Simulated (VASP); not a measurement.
Set up this calculation in VASP 6.6.1, as the native input.

| Quantity | Value |
| --- | --- |
| Task | single point |
| Functional | PBE |
| Potentials or basis | VASP PAW PBE potentials, release 64 (Zn, S) |
| Cutoff | 500 eV |
| k mesh | 2 × 2 × 2 |
| Occupations | gaussian, width 0.01 eV |
| Spin | no spin polarisation |
| Dipole correction | no |
| Further INCAR settings | ALGO = Normal; EDIFF = 1e-06; NBANDS = 16 |

The structure of ZnS lies in POSCAR:

```
ZnS
1.0
    0.0000000000      2.7050000000      2.7050000000
    2.7050000000      0.0000000000      2.7050000000
    2.7050000000      2.7050000000      0.0000000000
Zn S
1 1
Direct
    0.0000000000      0.0000000000      0.0000000000
    0.2750000000      0.2500000000      0.2350000000
```

These files were run (other wordings do the same):

INCAR

```
ALGO = Normal ; EDIFF = 1E-6
ENCUT = 500 ; GGA = PE
GGA_COMPAT = F ; ISIF = 2
ISMEAR = 0 ; LASPH = T
LCHARG = T ; LELF = T
LREAL = F ; LVHAR = T
LWAVE = F ; NBANDS = 16
NELM = 120 ; PREC = Accurate
SIGMA = 0.01
```

KPOINTS

```
k-points
0
Gamma
  2 2 2
```

Potentials or basis: VASP PAW PBE potentials, release 64 (Zn, S).

The run is started by

```bash
$ cat potpaw_PBE.64/Zn/POTCAR potpaw_PBE.64/S/POTCAR > POTCAR
$ mpirun -np 1 vasp_std > vasp.out
```

It gave:

| Property | Result |
| --- | --- |
| Pressure | 7.5 GPa |
| Largest force | 0.566 eV/Å |
| Band gap on the k mesh | 1.92 eV, direct |

Caveat: the k points lie up to 1.01 Å⁻¹ apart.

It took 6.4 s on 1 thread of Intel Xeon 6975P-C, on a shared host, peak memory 0.15 GiB.
